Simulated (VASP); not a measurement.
# SnO (Pmn2_1) in VASP: single point with PBE+D3(BJ)

Aim: the single point of SnO with PBE+D3(BJ).

All numbers are computed with VASP 6.6.1; they aren't measurements. Logs are shortened: lines on timing, memory, paths and dates and some standing lists are left out, and cuts for length are marked.

**1. The cell of the first run**

It takes space group Pmn2_1 (No. 31, orthorhombic). Conventional cell: a = 3.348 Å, b = 5.724 Å, c = 3.907 Å, α = 90.00°, β = 90.00°, γ = 90.00°. Sn (site symmetry m) has 3 O at 2.15 to 2.16 Å within 2.8 Å. Within 2.8 Å of O (site symmetry m) lie 3 Sn at 2.15 to 2.16 Å.

**2. Single point, PBE+D3(BJ)**

Input file INCAR:

```
SYSTEM = SnO
PREC     = Accurate       ! precision mode
ENCUT    = 520            ! plane-wave cutoff, eV
EDIFF    = 1E-6           ! SCF threshold, eV
ISMEAR   = 0              ! smearing method
SIGMA    = 0.05           ! smearing width, eV
LREAL    = .FALSE.        ! projectors in reciprocal space
LASPH    = .TRUE.         ! aspherical terms in the spheres
NELM     = 60             ! most SCF steps
ALGO     = Normal         ! electronic algorithm
ISIF     = 2              ! what is computed and relaxed
LWAVE    = .FALSE.        ! write WAVECAR
LCHARG   = .TRUE.         ! write CHGCAR
GGA      = PE             ! functional
IVDW     = 12             ! dispersion correction
LELF     = .TRUE.         ! ELF
LVHAR    = .TRUE.       
NBANDS   = 28             ! bands
```

Input file KPOINTS:

```
regular mesh
0
G
  8 6 8
  0 0 0
```

Input file POSCAR:

```
SnO
1.0
    3.3482358029      0.0000000000      0.0000000000
    0.0000000000      5.7236439438      0.0000000000
    0.0000000000      0.0000000000      3.9070816200
Sn O
2 2
Direct
    0.0000000000      0.2344934793      0.5273389918
    0.5000000000      0.7655065207      0.0273389918
    0.0000000000      0.8833967007      0.7226620082
    0.5000000000      0.1166032993      0.2226620082
```

Potentials or basis: VASP PAW PBE potentials, release 64 (Sn_d, O).

The run is started by

```console
$ cat potpaw_PBE.64/Sn_d/POTCAR potpaw_PBE.64/O/POTCAR > POTCAR
$ mpirun -np 1 vasp_std > vasp.out
```

OUTCAR:

```text
SYSTEM = SnO
   PREC = Accurate
   ENCUT = 520
   EDIFF = 1E-6
   ISMEAR = 0
   LREAL = .FALSE.
   LASPH = .TRUE.
   NELM = 60
   ISIF = 2
   GGA = PE
   IVDW = 12
 IVDW          = 12

 ion  position               nearest neighbor table
   1  0.000  0.234  0.527-   3 2.15   4 2.16   4 2.16   2 3.72   2 3.72   2 3.72   2 3.72
   2  0.500  0.766  0.027-   4 2.15   3 2.16   3 2.16   1 3.72   1 3.72   1 3.72   1 3.72
   3  0.000  0.883  0.723-   1 2.15   2 2.16   2 2.16
   4  0.500  0.117  0.223-   2 2.15   1 2.16   1 2.16

  LATTYP: Found a simple orthorhombic cell.
 ALAT       =     3.3482358029
 B/A-ratio  =     1.1669075447
 C/A-ratio  =     1.7094506722

  Lattice vectors:

 A1 = (  -3.3482358029,   0.0000000000,   0.0000000000)
 A2 = (   0.0000000000,   0.0000000000,   3.9070816200)
 A3 = (   0.0000000000,   5.7236439438,   0.0000000000)

Analysis of symmetry for initial positions (statically):
=====================================================================
 Subroutine PRICEL returns:
 Original cell was already a primitive cell.

 Routine SETGRP: Setting up the symmetry group for a
 simple orthorhombic supercell.

 Subroutine GETGRP returns: Found  4 space group operations
 (whereof  2 operations were pure point group operations)
 out of a pool of  8 trial point group operations.

The static configuration has the point symmetry C_1h.
 The point group associated with its full space group is C_2v.

Analysis of symmetry for dynamics (positions and initial velocities):
=====================================================================
 Subroutine PRICEL returns:
 Original cell was already a primitive cell.

 Routine SETGRP: Setting up the symmetry group for a
 simple orthorhombic supercell.

 Subroutine GETGRP returns: Found  4 space group operations
 (whereof  2 operations were pure point group operations)
 out of a pool of  8 trial point group operations.

The dynamic configuration has the point symmetry C_1h.
 The point group associated with its full space group is C_2v.

 Subroutine INISYM returns: Found  4 space group operations
 (whereof  2 operations are pure point group operations),
 and found     1 'primitive' translations

----------------------------------------------------------------------------------------

                                     Primitive cell

  volume of cell :      74.8757

  direct lattice vectors                    reciprocal lattice vectors
     3.348235803  0.000000000  0.000000000     0.298664747  0.000000000  0.000000000
     0.000000000  5.723643944  0.000000000     0.000000000  0.174713873  0.000000000
     0.000000000  0.000000000  3.907081620     0.000000000  0.000000000  0.255945511

  length of vectors
     3.348235803  5.723643944  3.907081620     0.298664747  0.174713873  0.255945511

  position of ions in fractional coordinates (direct lattice)
     0.000000000  0.234493479  0.527338992
     0.500000000  0.765506521  0.027338992
     0.000000000  0.883396701  0.722662008
     0.500000000  0.116603299  0.222662008

  ion indices of the primitive-cell ions
   primitive index   ion index
                 1           1
                 2           2
                 3           3
                 4           4

----------------------------------------------------------------------------------------

 KPOINTS: regular mesh

Automatic generation of k-mesh.
 Grid dimensions read from file:
 generate k-points for:    8    6    8

 Generating k-lattice:

  Cartesian coordinates                     Fractional coordinates (reciprocal lattice)
     0.037333093  0.000000000  0.000000000     0.125000000  0.000000000  0.000000000
     0.000000000  0.029118979  0.000000000     0.000000000  0.166666667  0.000000000
     0.000000000  0.000000000  0.031993189     0.000000000  0.000000000  0.125000000

  Length of vectors
     0.037333093  0.029118979  0.031993189

  Shift w.r.t. Gamma in fractional coordinates (k-lattice)
     0.000000000  0.000000000  0.000000000

 Subroutine IBZKPT returns following result:
 ===========================================

 Found    100 irreducible k-points:

 Following reciprocal coordinates:
            Coordinates               Weight
  0.000000  0.000000  0.000000      1.000000
  0.125000  0.000000  0.000000      2.000000
  0.250000  0.000000  0.000000      2.000000
  0.375000  0.000000  0.000000      2.000000
  0.500000  0.000000  0.000000      1.000000
  0.000000  0.166667  0.000000      2.000000
[... 16 lines left out ...]
  0.250000  0.000000  0.125000      4.000000
  0.375000  0.000000  0.125000      4.000000
 [... further k-points ...]
   k-points           NKPTS =    100   k-points in BZ     NKDIM =    100   number of bands    NBANDS=     28
   number of dos      NEDOS =    301   number of ions     NIONS =      4
   total plane-waves  NPLWV =  40320
   dimension x,y,z NGX =    28 NGY =   48 NGZ =   30
   dimension x,y,z NGXF=    56 NGYF=   96 NGZF=   60
   ions per type =               2   2
   NGX,Y,Z   is equivalent  to a cutoff of  13.90, 13.94, 12.76 a.u.
   NGXF,Y,Z  is equivalent  to a cutoff of  27.81, 27.88, 25.53 a.u.
 SYSTEM =  SnO
   PREC   = accura    normal or accurate (medium, high low for compatibility)
   ISTART =      0    job   : 0-new  1-cont  2-samecut
   ICHARG =      2    charge: 1-file 2-atom 10-const
   ISPIN  =      1    spin polarized calculation?
   LNONCOLLINEAR =      F non collinear calculations
   LSORBIT =      F    spin-orbit coupling
   LASPH  =      T    aspherical Exc in radial PAW
   ENCUT  =  520.0 eV  38.22 Ry    6.18 a.u.   6.23 10.64  7.26*2*pi/ulx,y,z
   NELM   =     60;   NELMIN=  2; NELMDL= -5     # of ELM steps
   EDIFF  = 0.1E-05   stopping-criterion for ELM
   LREAL  =      F    real-space projection
   EDIFFG = 0.1E-04   stopping-criterion for IOM
   NSW    =      0    number of steps for IOM
   IBRION =     -1    ionic relax: 0-MD 1-quasi-New 2-CG
   NFREE  =      0    steps in history (QN), initial steepest desc. (CG)
   ISIF   =      2    stress and relaxation
   ISYM   =      2    0-nonsym 1-usesym 2-fastsym
   POTIM  = 0.5000    time-step for ionic-motion
   TEBEG  =    0.0;   TEEND  =   0.0 temperature during run
   PSTRESS=    0.0 pullay stress
   NELECT =      40.0000    total number of electrons
   NUPDOWN=      -1.0000    fix difference up-down
   EMIN   =  10.00;   EMAX   =-10.00  energy-range for DOS
   EFERMI =   0.00;   METHOD = LEGACY
   ISMEAR =     0;   SIGMA  =   0.05  broadening in eV -4-tet -1-fermi 0-gaus
   EFERMI_NEDOS =   21; number of points for ismear=-14 and -15
   IALGO  =     38    algorithm
   IMIX   =      4    mixing-type and parameters
     AMIX     =   0.40;   BMIX     =  1.00
     AMIX_MAG =   1.60;   BMIX_MAG =  1.00
  volume/ion in A,a.u.               =      18.72       126.32
  Fermi-wavevector in a.u.,A,eV,Ry     =   1.328356  2.510229 24.007880  1.764529
  Thomas-Fermi vector in A             =   2.457600
   LORBIT       =      0    0 simple, 1 ext, 2 COOP (PROOUT), +10 PAW based schemes
   GGA     = PE    functional components
   LHFCALC =     F    Hartree Fock is set to
   AEXX    =    0.0000 exact exchange contribution
   IVDW    =    12    specifies the selected vdW correction
   LEPSILON=     F    determine dielectric tensor
   LRPA    =     F    only Hartree local field effects (RPA)
 non-spin polarized calculation
 Gauss-broadening in eV      SIGMA  =   0.05
  energy-cutoff  :      520.00
  volume of cell :       74.88
 maximum number of plane-waves:      2038
 NGX is ok and might be reduce to    28
   NGX = 13   NGY = 21   NGZ = 15

 number of electron      40.0000007 magnetization

 Free energy of the ion-electron system (eV)
  ---------------------------------------------------
  ext. energy  EPLUGINS =         0.00000000
  ---------------------------------------------------
  free energy    TOTEN  =       -22.39790688 eV

  energy without entropy =      -22.39790688  energy(sigma->0) =      -22.39790688

 E-fermi :   5.8343     XC(G=0):  -9.9395

 val. band max:        5.5815782240   @ k =   0.0000   0.0000   0.0000
 cond. band min:       6.8887377139   @ k =   0.3750   0.5000   0.0000
 fundamental gap:      1.3071594899
 Fermi energy:         5.8343016373

 k-point     1 :       0.0000    0.0000    0.0000
  band No.  band energies     occupation
      1     -15.6472      2.00000
      2     -15.3337      2.00000
      3     -15.2661      2.00000
      4     -15.2204      2.00000
      5     -15.1935      2.00000
      6     -15.1730      2.00000
[... 20 lines left out ...]
     27      14.8338      0.00000
     28      15.2339      0.00000

 k-point     2 :       0.1250    0.0000    0.0000
  band No.  band energies     occupation
      1     -15.6394      2.00000
      2     -15.3234      2.00000
      3     -15.2573      2.00000
      4     -15.2550      2.00000
      5     -15.2014      2.00000
      6     -15.1733      2.00000
[... 20 lines left out ...]
     27      14.7989      0.00000
     28      15.5824      0.00000

 k-point     3 :       0.2500    0.0000    0.0000
  band No.  band energies     occupation
      1     -15.6297      2.00000
      2     -15.4083      2.00000
      3     -15.2352      2.00000
      4     -15.2336      2.00000
      5     -15.2121      2.00000
      6     -15.1798      2.00000
[... 20 lines left out ...]
     27      14.5175      0.00000
     28      15.7651      0.00000

 k-point     4 :       0.3750    0.0000    0.0000
  band No.  band energies     occupation
      1     -15.6254      2.00000
      2     -15.5257      2.00000
      3     -15.2163      2.00000
      4     -15.2031      2.00000
      5     -15.1994      2.00000
      6     -15.1906      2.00000
[... 578 lines left out ...]
     27      15.0078      0.00000
     28      16.2173      0.00000

 k-point    23 :       0.2500    0.0000    0.1250
  band No.  band energies     occupation
      1     -15.6272      2.00000
      2     -15.4260      2.00000
      3     -15.2340      2.00000
      4     -15.2309      2.00000
      5     -15.2121      2.00000
      6     -15.1832      2.00000
[... 20 lines left out ...]
     27      14.8353      0.00000
     28      16.2643      0.00000

 k-point    24 :       0.3750    0.0000    0.1250
  band No.  band energies     occupation
      1     -15.6288      2.00000
      2     -15.5383      2.00000
      3     -15.2203      2.00000
      4     -15.2066      2.00000
      5     -15.1972      2.00000
      6     -15.1861      2.00000
[... 20 lines left out ...]
     27      15.0850      0.00000
     28      16.3175      0.00000

 [... further k-points ...]

------------------------ aborting loop because EDIFF is reached ----------------------------------------

 Edisp (eV)   -0.88639

 E8    (eV) :    -0.3861

  FORCE on cell =-STRESS in cart. coord.  units (eV):
  Direction    XX          YY          ZZ          XY          YZ          ZX
  --------------------------------------------------------------------------------------
  -------------------------------------------------------------------------------------
  Total       0.13392     0.12040     0.08694     0.00000     0.00000     0.00000
  in kB       2.86568     2.57619     1.86034     0.00000     0.00000     0.00000
  external pressure =        2.43 kB  Pullay stress =        0.00 kB

 VOLUME and BASIS-vectors are now :
 -----------------------------------------------------------------------------
  energy-cutoff  :      520.00
  volume of cell :       74.88
      direct lattice vectors                 reciprocal lattice vectors
     3.348235803  0.000000000  0.000000000     0.298664747  0.000000000  0.000000000
     0.000000000  5.723643944  0.000000000     0.000000000  0.174713873  0.000000000
     0.000000000  0.000000000  3.907081620     0.000000000  0.000000000  0.255945511

 POSITION                                       TOTAL-FORCE (eV/Angst)
 -----------------------------------------------------------------------------------
      0.00000      1.34216      2.06036         0.000000      0.077152      0.035030
      1.67412      4.38149      0.10682         0.000000     -0.077152      0.035030
      0.00000      5.05625      2.82350         0.000000      0.002105     -0.035030
      1.67412      0.66740      0.86996         0.000000     -0.002105     -0.035030
 -----------------------------------------------------------------------------------
    total drift:                                0.000000      0.000000     -0.000853

  FREE ENERGIE OF THE ION-ELECTRON SYSTEM (eV)
  ---------------------------------------------------
  free  energy   TOTEN  =       -23.2842994413 eV

  energy  without entropy=      -23.2842994413  energy(sigma->0) =      -23.28429944
```

It took 4.9 min on 1 thread of Intel Xeon 8259CL, shared host; peak memory 0.32 GiB.

Results:

* Free energy: -23.2843 eV
* Pressure: 0.2 GPa
* Largest force: 0.085 eV/Å
* Band gap on the k mesh: 1.31 eV, indirect (least direct gap 1.91 eV)
* Dispersion energy per atom: -0.222 eV

Forces in eV/Å, atoms in the order of the input:
```
Sn   0.000  0.077  0.035
Sn   0.000 -0.077  0.035
O    0.000  0.002 -0.035
O    0.000 -0.002 -0.035
```

Caveat: spin-orbit coupling is left out, which moves the levels of the heavy elements.
